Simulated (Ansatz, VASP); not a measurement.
## Two plane-wave programs on KCl

```
K Cl
1.0
     3.83447    0.00000    0.00000
     0.00000    3.83447    0.00000
     0.00000    0.00000    3.83447
K Cl
1 1
Direct
  0.00000 0.00000 0.00000
  0.50000 0.50000 0.50000
```

Alike in both runs: task single point; functional PBE; k mesh 6 × 6 × 6; no spin polarisation.

|  | VASP | Ansatz |
| --- | --- | --- |
| version | VASP 6.6.1 | Ansatz 0.2.0 |
| potentials or method | VASP PAW PBE potentials, release 64 (K_sv, Cl) | plane waves, PAW |
| plane-wave cutoff (eV) | 520 | 420 |
| occupations | gaussian, width 0.01 eV | fixed |
| valence electrons in the cell | 16 | 16 |

|  | VASP | Ansatz | Ansatz less VASP |
| --- | --- | --- | --- |
| gap on the k mesh at the Fermi level (eV) | 4.81 | 4.81 | +0.001 |
| pressure (GPa) | 0.0 | 0.0 | -0.01 |
